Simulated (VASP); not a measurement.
Wanted: the native input for a VASP 6.6.1 run.

| Property | Result |
| --- | --- |
| Task | single point |
| Functional | PBEsol |
| Potentials or basis | VASP PAW PBE potentials, release 64 (Cs_sv) |
| Cutoff | 520 eV |
| k mesh | 12 × 12 × 12 |
| Occupations | gaussian, width 0.15 eV |
| Spin | no spin polarisation |
| Dipole correction | no |
| Further INCAR settings | ALGO = Normal; EDIFF = 1e-07; NBANDS = 10 |

The structure of Cs lies in POSCAR:

```
Cs
1.0
    0.0000000000      3.9483357400      3.9483357400
    3.9483357400      0.0000000000      3.9483357400
    3.9483357400      3.9483357400      0.0000000000
Cs
1
Direct
    0.0000000000      0.0000000000      0.0000000000
```

This isn't the form of Cs at room conditions, which is bcc.

These files were run (other wordings do the same):

INCAR

```
SYSTEM = Cs
ALGO = Normal
EDIFF = 1E-7
ENCUT = 520
GGA = PS
ISIF = 2
ISMEAR = 0
LASPH = .TRUE.
LCHARG = .FALSE.
LREAL = .FALSE.
LWAVE = .FALSE.
NBANDS = 10
NELM = 60
PREC = Accurate
SIGMA = 0.15
```

KPOINTS

```
k-points
0
G
  12 12 12
  0 0 0
```

Potentials or basis: VASP PAW PBE potentials, release 64 (Cs_sv).

Run with:

```bash
$ cat potpaw_PBE.64/Cs_sv/POTCAR > POTCAR
$ mpirun -np 1 vasp_std > vasp.out
```

It gave:

```
Pressure               : -0.2 GPa
Band gap on the k mesh : zero (an odd number of electrons rules out a gap without spin polarisation)
```

Caveat: the PAW data sets were made with another functional, which shifts forces and pressure a little; spin-orbit coupling is left out, which moves the levels of the heavy elements.

It took 86 s on 1 thread of Intel Xeon 8259CL, with other jobs on the host, peak memory 0.29 GiB.
